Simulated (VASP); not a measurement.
Wanted: the native input for a VASP 6.6.1 run.

```yaml
Task: single point
Functional: PBE
Dispersion: D3(BJ)
Potentials_or_basis: VASP PAW PBE potentials, release 64 (Cd, S)
Cutoff: 520 eV
k_mesh: 2 × 3 × 1
Occupations: gaussian, width 0.05 eV
Spin: no spin polarisation
Dipole_correction: yes
Further_INCAR_settings: LREAL = Auto; ALGO = Normal; EDIFF = 1e-07; NBANDS = 86
```

The structure of CdS lies in POSCAR:

```
CdS
1.0
    8.2750818194      0.0000000000      0.0000000000
    0.0000000000      5.8513664694      0.0000000000
    0.0000000000      0.0000000000     22.2063113646
Cd S
8 8
Direct
    0.2500000000      0.5000000000      0.3602579406
    0.7500000000      0.5000000000      0.3602579406
    0.5000000000      0.0000000000      0.4534193135
    0.0000000000      0.0000000000      0.4534193135
    0.7500000000      0.5047844487      0.5505435467
    0.2500000000      0.5047844487      0.5505435467
    0.0000000000     -0.0634759611      0.6212771964
    0.5000000000     -0.0634759611      0.6212771964
    0.5000000000      0.2500000000      0.3602579406
    0.0000000000      0.2500000000      0.3602579406
    0.7500000000      0.7500000000      0.4534193135
    0.2500000000      0.7500000000      0.4534193135
    0.0000000000      0.2535579362      0.5469326116
    0.5000000000      0.2535579362      0.5469326116
    0.2500000000      0.7294469432      0.6477419090
    0.7500000000      0.7294469432      0.6477419090
```

These files were run (other wordings do the same):

INCAR

```
SYSTEM = CdS
ALGO = Normal ; DIPOL = 0.5 0.5 0.499
EDIFF = 1E-7 ; ENCUT = 520
GGA = PE ; IDIPOL = 3
ISIF = 2 ; ISMEAR = 0
IVDW = 12 ; LASPH = .TRUE.
LCHARG = .FALSE. ; LDIPOL = .TRUE.
LREAL = Auto ; LWAVE = .FALSE.
NBANDS = 86 ; NELM = 80
PREC = Accurate ; SIGMA = 0.05
```

KPOINTS

```
k-points
0
G
  2 3 1
  0 0 0
```

Potentials or basis: VASP PAW PBE potentials, release 64 (Cd, S).

Launch:

```sh
$ cat potpaw_PBE.64/Cd/POTCAR potpaw_PBE.64/S/POTCAR > POTCAR
$ mpirun -np 1 vasp_std > vasp.out
```

Results of the run:

```yaml
Largest_force: 1.163 eV/Å
Band_gap_on_the_k_mesh: 1.33 eV
Dispersion_energy_per_atom: -0.223 eV
```

Wall time 17 min on 1 thread of Oxide Virtual Turin-like Processor (shared host), peak memory 1 GiB.
